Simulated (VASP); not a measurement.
# SnS2 (Berndtite-2T) (P-3m1) in VASP: further runs, part 2 of 2

VASP 6.6.1.

**3. Single point, PBE**

This run uses another cell than the first one, of 21.53 Å³/atom, 1.043 times its volume.

File INCAR:

```
PREC     = Accurate       # precision mode
ENCUT    = 500            # plane-wave cutoff, eV
EDIFF    = 1E-6           # SCF threshold, eV
ISMEAR   = 0              # smearing method
SIGMA    = 0.01           # smearing width, eV
LREAL    = False          # projectors in reciprocal space
LASPH    = True           # aspherical terms in the spheres
NELM     = 120            # most SCF steps
ALGO     = Normal         # electronic algorithm
ISIF     = 2              # what is computed and relaxed
LWAVE    = False          # write WAVECAR
LCHARG   = False          # write CHGCAR
GGA      = PE             # functional
NBANDS   = 20             # bands
GGA_COMPAT= False
```

File KPOINTS:

```
regular mesh
0
Gamma
  6 6 4
```

File POSCAR:

```
SnS2
1.0
    3.5898182954      0.0000000000      0.0000000000
   -1.7949091477      3.1088738345      0.0000000000
    0.0000000000      0.0000000000      5.7886929809
Sn S
1 2
Direct
    0.0000000000      0.0000000000      0.0000000000
    0.3333333333      0.6666666667      0.2500000000
    0.6666666667      0.3333333333      0.7500000000
```

Potentials or basis: VASP PAW PBE potentials, release 64 (Sn_d, S).

Command:

```
$ cat potpaw_PBE.64/Sn_d/POTCAR potpaw_PBE.64/S/POTCAR > POTCAR
$ mpirun -np 1 vasp_std > vasp.out
```

OUTCAR:

```text
PREC = Accurate
   ENCUT = 500
   EDIFF = 1E-6
   ISMEAR = 0
   LREAL = False
   LASPH = True
   NELM = 120
   ISIF = 2
   GGA = PE

 ion  position               nearest neighbor table
   1  0.000  0.000  0.000-   2 2.53   3 2.53   3 2.53   2 2.53   3 2.53   2 2.53
   2  0.333  0.667  0.250-   1 2.53   1 2.53   1 2.53
   3  0.667  0.333  0.750-   1 2.53   1 2.53   1 2.53

  LATTYP: Found a hexagonal cell.
 ALAT       =     3.5898182954
 C/A-ratio  =     1.6125309151

  Lattice vectors:

 A1 = (   3.5898182954,   0.0000000000,   0.0000000000)
 A2 = (  -1.7949091477,   3.1088738345,   0.0000000000)
 A3 = (   0.0000000000,   0.0000000000,   5.7886929809)

Analysis of symmetry for initial positions (statically):
=====================================================================
 Subroutine PRICEL returns:
 Original cell was already a primitive cell.

 Routine SETGRP: Setting up the symmetry group for a
 hexagonal supercell.

 Subroutine GETGRP returns: Found 12 space group operations
[... 162 lines left out ...]
  ---------------------------------------------------
  free energy    TOTEN  =       -13.02911843 eV

  energy without entropy =      -13.02911843  energy(sigma->0) =      -13.02911843

 E-fermi :   5.3344     XC(G=0):  -9.8501

 val. band max:        5.2830194172   @ k =   0.0000   0.0000   0.0000
 cond. band min:       6.8423071923   @ k =   0.5000   0.0000   0.2500
 fundamental gap:      1.5592877751
 Fermi energy:         5.3344049256

 k-point     1 :       0.0000    0.0000    0.0000
  band No.  band energies     occupation
      1     -15.7008      2.00000
      2     -15.7008      2.00000
      3     -15.6475      2.00000
      4     -15.6138      2.00000
      5     -15.6138      2.00000
      6      -8.9046      2.00000
[... 541 lines left out ...]
     19      14.8993      0.00000
     20      15.0235      0.00000

------------------------ aborting loop because EDIFF is reached ----------------------------------------

  FORCE on cell =-STRESS in cart. coord.  units (eV):
  Direction    XX          YY          ZZ          XY          YZ          ZX
  --------------------------------------------------------------------------------------
  -------------------------------------------------------------------------------------
  Total        3.4436286      3.4436286      3.1043363     -0.0000000     -0.0000000      0.0000000
  in kB       85.4025443     85.4025441     76.9880402     -0.0000000     -0.0000000      0.0000000
  external PRESSURE =      82.5977095 kB  Pullay stress =       0.0000000 kB

 VOLUME and BASIS-vectors are now :
 -----------------------------------------------------------------------------
  energy-cutoff  :      500.00
  volume of cell :       64.60
      direct lattice vectors                 reciprocal lattice vectors
     3.589818295  0.000000000  0.000000000     0.278565631  0.160829942  0.000000000
    -1.794909148  3.108873835  0.000000000     0.000000000  0.321659885  0.000000000
     0.000000000  0.000000000  5.788692981     0.000000000  0.000000000  0.172750568

 POSITION                                       TOTAL-FORCE (eV/Angst)
 -----------------------------------------------------------------------------------
      0.00000      0.00000      0.00000        -0.000000      0.000000      0.000000
     -0.00000      2.07258      1.44717         0.000000     -0.000000      0.670573
      1.79491      1.03629      4.34152        -0.000000      0.000000     -0.670573
 -----------------------------------------------------------------------------------
    total drift:                               -0.000000     -0.000000     -0.000000

  FREE ENERGIE OF THE ION-ELECTRON SYSTEM (eV)
  ---------------------------------------------------
  free  energy   TOTEN  =       -13.0291184285 eV

  energy  without entropy=      -13.0291184285  energy(sigma->0) =      -13.02911843
```

It took 15 s on 1 thread of Intel Xeon 6975P-C (Granite Rapids), shared host; peak memory 0.19 GiB.

Results:

| Quantity | Value |
| --- | --- |
| Free energy | -13.0291 eV |
| Pressure | 8.3 GPa |
| Largest force | 0.671 eV/Å |
| Band gap on the k mesh | 1.56 eV, indirect (least direct gap 2.05 eV) |

Forces on the atoms (eV/Å):
```
Sn   0.000  0.000  0.000
S    0.000  0.000  0.671
S    0.000  0.000 -0.671
```

Stress tensor (GPa, compression positive):
```
8.54 0.00 0.00
0.00 8.54 0.00
0.00 0.00 7.70
```

Caveat: spin-orbit coupling is left out, which moves the levels of the heavy elements; this functional lacks dispersion, which binds the layers, so the pressure and a relaxed spacing across them are unreliable. A k mesh can miss the band edges.

**4. Single point, PBE**

This run uses another cell than the first one, of 25.12 Å³/atom, 1.217 times its volume.

File INCAR:

```
PREC     = Accurate       # precision mode
ENCUT    = 500            # plane-wave cutoff, eV
EDIFF    = 1E-6           # SCF threshold, eV
ISMEAR   = 0              # smearing method
SIGMA    = 0.01           # smearing width, eV
LREAL    = F              # projectors in reciprocal space
LASPH    = T              # aspherical terms in the spheres
NELM     = 120            # most SCF steps
ALGO     = Normal         # electronic algorithm
ISIF     = 2              # what is computed and relaxed
LWAVE    = F              # write WAVECAR
LCHARG   = F              # write CHGCAR
GGA      = PE             # functional
NBANDS   = 20             # bands
GGA_COMPAT= F
```

File KPOINTS:

```
Automatic mesh
0
Gamma
  6 6 4
```

File POSCAR:

```
SnS2
1.0
    3.7790972073      0.0000000000      0.0000000000
   -1.8895486037      3.2727941804      0.0000000000
    0.0000000000      0.0000000000      6.0939110779
Sn S
1 2
Direct
    0.0000000000      0.0000000000      0.0000000000
    0.3333333333      0.6666666667      0.2500000000
    0.6666666667      0.3333333333      0.7500000000
```

Command:

```
$ cat potpaw_PBE.64/Sn_d/POTCAR potpaw_PBE.64/S/POTCAR > POTCAR
$ mpirun -np 1 vasp_std > vasp.out
```

It took 14 s on 1 thread of Intel Xeon 6975P-C (Granite Rapids), shared host; peak memory 0.19 GiB.

The run converged. Its results:

```
Free energy            : -13.1226 eV
Pressure               : -3.8 GPa
Largest force          : 0.706 eV/Å
Band gap on the k mesh : 1.25 eV, indirect (least direct gap 1.39 eV)
```

Forces in eV/Å, atoms in the order of the input:
```
Sn   0.000  0.000  0.000
S    0.000  0.000 -0.706
S    0.000  0.000  0.706
```

Stress tensor (GPa, compression positive):
```
-3.91  0.00  0.00
 0.00 -3.91  0.00
 0.00  0.00 -3.61
```

Levels at points of the mesh, in eV from the valence-band top:
```
           k point  band 10  band 11  band 12  band 13  band 14  band 15  band 16  band 17
(0.00, 0.00, 0.00)    -0.52    -0.30    -0.30     0.00     1.39     3.57     5.21     5.21
(0.50, 0.00, 0.00)    -2.35    -2.17    -0.83    -0.24     1.50     4.36     5.86     6.08
(0.00, 0.00, 0.50)    -0.60    -0.60    -0.18    -0.18     2.52     3.54     5.00     5.00
(0.50, 0.00, 0.50)    -2.03    -1.61    -0.58    -0.53     1.25     4.62     5.52     6.46
```

Caveat: spin-orbit coupling is left out, which moves the levels of the heavy elements; this functional lacks dispersion, which binds the layers, so the pressure and a relaxed spacing across them are unreliable.

**5. Overview**

| cell | gap on the mesh (eV) | pressure (GPa) | largest force (eV/Å) |
| --- | --- | --- | --- |
| a = 3.539, b = 3.539, c = 5.707 Å, angles 90.0, 90.0, 120.0°, 3 atoms | 1.64 | 13.3 | 1.18 |
| a = 3.590, b = 3.590, c = 5.789 Å, angles 90.0, 90.0, 120.0°, 3 atoms | 1.56 | 8.3 | 0.67 |
| a = 3.779, b = 3.779, c = 6.094 Å, angles 90.0, 90.0, 120.0°, 3 atoms | 1.25 | -3.8 | 0.71 |

Alike in all rows: task single point; level PBE; potentials or basis VASP PAW PBE potentials, release 64 (Sn_d, S); no spin polarisation; k mesh 6 × 6 × 4; cutoff (eV) 500; smearing gaussian 0.01 eV.

Caveats: spin-orbit coupling is left out, which moves the levels of the heavy elements; this functional lacks dispersion, which binds the layers, so the pressure and a relaxed spacing across them are unreliable; forces of over 1 eV/Å act on the atoms, so gaps and moduli don't describe the material at rest (some runs).

Total energies depend on the potentials used, so only differences within one code and one set of settings carry meaning.
